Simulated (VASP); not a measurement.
The system is CdI2.

```
CELL_PARAMETERS angstrom
4.24871 0.00000 0.00000
-2.12435 3.67949 0.00000
0.00000 0.00000 6.88364
ATOMIC_POSITIONS crystal
Cd 0.00000 0.00000 0.00000
I 0.33333 0.66667 0.24956
I 0.66667 0.33333 0.75044
```

Base run:

- Program: VASP 6.6.1
- Functional: PBE0
- Potentials or basis: VASP PAW PBE potentials, release 64 (Cd, I)
- Cutoff: 400 eV
- k mesh: 6 × 6 × 4
- Occupations: gaussian, width 0.01 eV
- Spin: no spin polarisation

Its results: band gap on the k mesh 4.03 eV (least direct gap 4.28 eV); pressure 0.5 GPa; largest force 0.068 eV/Å.

The run is repeated on the same cell with these changes: functional from PBE0 to PBE; cutoff from 400 eV to 500 eV. What comes out?

Band gap on the k mesh 2.37 eV (least direct gap 2.60 eV); pressure 1.7 GPa; largest force 0.092 eV/Å.

Caveats: spin-orbit coupling is left out, which moves the levels of the heavy elements; this functional lacks dispersion, which binds the layers, so the pressure and a relaxed spacing across them are unreliable; the PAW data sets were made with another functional, which shifts forces and pressure a little (at least some runs).

A k mesh can miss the band edges.
